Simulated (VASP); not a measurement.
Here is a VASP 6.6.1 calculation.

The input INCAR:

```
SYSTEM = LiH
  PREC = Accurate
  ENCUT = 520
  EDIFF = 1E-6
  ISMEAR = -1
  SIGMA = 0.02
  LREAL = .False.
  LASPH = .True.
  NELM = 80
  ALGO = Normal
  ISIF = 2
  LWAVE = .False.
  LCHARG = .False.
  GGA = PE
  NBANDS = 9
```

KPOINTS

```
Automatic mesh
0
Gamma
  10 10 10
  0 0 0
```

File POSCAR:

```
LiH
1.0
    0.0000000000      2.1451220117      2.1530589631
    2.1451220117      0.0000000000      2.1530589631
    2.1451220117      2.1451220117      0.0000000000
Li H
1 1
Direct
    0.0000000000      0.0000000000      0.0000000000
    0.2500000000      0.2500000000      0.2500000000
```

Potentials or basis: VASP PAW PBE potentials, release 64 (Li_sv, H).

Run with:

```bash
$ cat potpaw_PBE.64/Li_sv/POTCAR potpaw_PBE.64/H/POTCAR > POTCAR
$ mpirun -np 1 vasp_std > vasp.out
```

(1) What does it give for the band gap on the k mesh?

## Answers

(1) 4.23 eV, indirect (least direct gap 5.26 eV).

Caveat: the cell differs from its parent crystal (uniaxial z strain +0.4%).
